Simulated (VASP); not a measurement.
# Se (Fm-3m) in VASP: further runs, part 2 of 2

VASP 6.6.1. The steps go on from the part before.

## 5. Single point, BLYP (volume scaled by 1.04)

The input, INCAR:

```
  PREC = Accurate
  ENCUT = 520
  EDIFF = 1E-7
  ISMEAR = -1
  SIGMA = 0.1
  LREAL = False
  LASPH = True
  NELM = 100
  ALGO = Normal
  ISIF = 2
  LWAVE = False
  LCHARG = False
  GGA = B5
  ALDAX = 1.0
  AGGAX = 1.0
  AGGAC = 1.0
  ALDAC = 0.0
  NBANDS = 9
```

The input, KPOINTS:

```
regular mesh
0
Gamma
  14 14 14
```

The input, POSCAR:

```
Se
1.0
    0.0000000000      2.2848733863      2.2848733863
    2.2848733863      0.0000000000      2.2848733863
    2.2848733863      2.2848733863      0.0000000000
Se
1
Direct
    0.0000000000      0.0000000000      0.0000000000
```

Potentials or basis: VASP PAW PBE potentials, release 64 (Se).

Command:

```console
> cat potpaw_PBE.64/Se/POTCAR > POTCAR
> mpirun -np 1 vasp_std > vasp.out
```

OUTCAR:

```text
PREC = Accurate
   ENCUT = 520
   EDIFF = 1E-7
   ISMEAR = -1
   LREAL = False
   LASPH = True
   NELM = 100
   ISIF = 2
   GGA = B5

 ion  position               nearest neighbor table
   1  0.000  0.000  0.000-

  LATTYP: Found a face centered cubic cell.
 ALAT       =     4.5697467726

  Lattice vectors:

 A1 = (   0.0000000000,   2.2848733863,   2.2848733863)
 A2 = (   2.2848733863,   0.0000000000,   2.2848733863)
 A3 = (   2.2848733863,   2.2848733863,   0.0000000000)

Analysis of symmetry for initial positions (statically):
=====================================================================
 Subroutine PRICEL returns:
 Original cell was already a primitive cell.

 Routine SETGRP: Setting up the symmetry group for a
 face centered cubic supercell.

 Subroutine GETGRP returns: Found 48 space group operations
 (whereof 48 operations were pure point group operations)
 out of a pool of 48 trial point group operations.

The static configuration has the point symmetry O_h .

[... 160 lines left out ...]
 cond. band min:       3.9928502676   @ k =   0.3571   0.2143   0.0000
 fundamental gap:      0.0125331239
 Fermi energy:         3.9850037031

 k-point     1 :       0.0000    0.0000    0.0000
  band No.  band energies     occupation
      1     -10.7489      2.00000
      2       6.2184      0.00000
      3       6.2184      0.00000
      4       6.2184      0.00000
      5      13.6544      0.00000
      6      15.8798      0.00000
      7      15.8798      0.00000
      8      15.8798      0.00000
      9      19.7008      0.00000
[... 265 lines left out ...]
 k-point    24 :       0.2857    0.1429    0.0000
  band No.  band energies     occupation
      1      -9.6433      2.00000
      2       2.2438      2.00000
      3       4.9346      0.00015
      4       4.9885      0.00009
      5      13.2799      0.00000
      6      14.7858      0.00000
      7      16.5803      0.00000
      8      17.7980      0.00000
      9      20.5920      0.00000

 [... further k-points ...]

------------------------ aborting loop because EDIFF is reached ----------------------------------------

  FORCE on cell =-STRESS in cart. coord.  units (eV):
  Direction    XX          YY          ZZ          XY          YZ          ZX
  --------------------------------------------------------------------------------------
  -------------------------------------------------------------------------------------
  Total       -0.2430818     -0.2430818     -0.2430818     -0.0000000     -0.0000000      0.0000000
  in kB      -16.3247510    -16.3247510    -16.3247510     -0.0000000     -0.0000000      0.0000000
  external PRESSURE =     -16.3247510 kB  Pullay stress =       0.0000000 kB

 VOLUME and BASIS-vectors are now :
 -----------------------------------------------------------------------------
  energy-cutoff  :      520.00
  volume of cell :       23.86
      direct lattice vectors                 reciprocal lattice vectors
     0.000000000  2.284873386  2.284873386    -0.218830506  0.218830506  0.218830506
     2.284873386  0.000000000  2.284873386     0.218830506 -0.218830506  0.218830506
     2.284873386  2.284873386  0.000000000     0.218830506  0.218830506 -0.218830506

 POSITION                                       TOTAL-FORCE (eV/Angst)
 -----------------------------------------------------------------------------------
      0.00000      0.00000      0.00000        -0.000000      0.000000     -0.000000
 -----------------------------------------------------------------------------------
    total drift:                                0.000000     -0.000000      0.000000

  FREE ENERGIE OF THE ION-ELECTRON SYSTEM (eV)
  ---------------------------------------------------
  free  energy   TOTEN  =        -2.1186709951 eV

  energy  without entropy=       -2.0778615004  energy(sigma->0) =       -2.09826625
```

OSZICAR:

```text
N       E                     dE             d eps       ncg     rms          rms(c)
DAV:   1     0.106588365664E+02    0.10659E+02   -0.27980E+03  1872   0.564E+02
DAV:   2    -0.175809453698E+01   -0.12417E+02   -0.11984E+02  2615   0.746E+01
DAV:   3    -0.211649500570E+01   -0.35840E+00   -0.34949E+00  2158   0.114E+01
DAV:   4    -0.211750605264E+01   -0.10110E-02   -0.10109E-02  2583   0.688E-01
DAV:   5    -0.211750691200E+01   -0.85936E-06   -0.85954E-06  2222   0.184E-02    0.196E+00
DAV:   6    -0.211796187525E+01   -0.45496E-03   -0.11080E-03  2143   0.188E-01    0.116E+00
DAV:   7    -0.211865381183E+01   -0.69194E-03   -0.18925E-03  2079   0.264E-01    0.402E-02
DAV:   8    -0.211866928891E+01   -0.15477E-04   -0.74525E-05  2209   0.528E-02    0.647E-03
DAV:   9    -0.211867067197E+01   -0.13831E-05   -0.14964E-06  2412   0.933E-03    0.289E-03
DAV:  10    -0.211867098189E+01   -0.30992E-06   -0.62667E-07  2107   0.560E-03    0.680E-04
DAV:  11    -0.211867099510E+01   -0.13211E-07   -0.44732E-08  1585   0.137E-03
   1 F= -.21186710E+01 E0= -.20982662E+01  d E =-.408095E-01
```

Run time: 18 s. Hardware: 1 thread of Intel Xeon Platinum 8259CL at 2.50GHz (Skylake/Cascade Lake), shared host; peak memory 0.14 GiB.

Results:

```yaml
Free_energy: -2.1187 eV
Pressure: -1.6 GPa
Band_gap_on_the_k_mesh: zero (band 3 reaches 6.22 eV, above the bottom of band 4 at 2.44 eV)
```

Caveat: the PAW data sets were made with another functional, which shifts forces and pressure a little.

## 6. Overview

```tsv
cell	gap on the mesh (eV)	pressure (GPa)
a = 3.102 Å, angles 60.0°, 1 atom	none	5.3
a = 3.146 Å, angles 60.0°, 1 atom	none	2.4
a = 3.189 Å, angles 60.0°, 1 atom	none	0.2
a = 3.231 Å, angles 60.0°, 1 atom	none	-1.6
```

Alike in all rows: task single point; level BLYP; potentials or basis VASP PAW PBE potentials, release 64 (Se); no spin polarisation; k mesh 14 × 14 × 14; cutoff (eV) 520; smearing fermi-dirac 0.1 eV.

Caveats: the PAW data sets were made with another functional, which shifts forces and pressure a little.

Total energies depend on the potentials used, so only differences within one code and one set of settings carry meaning.
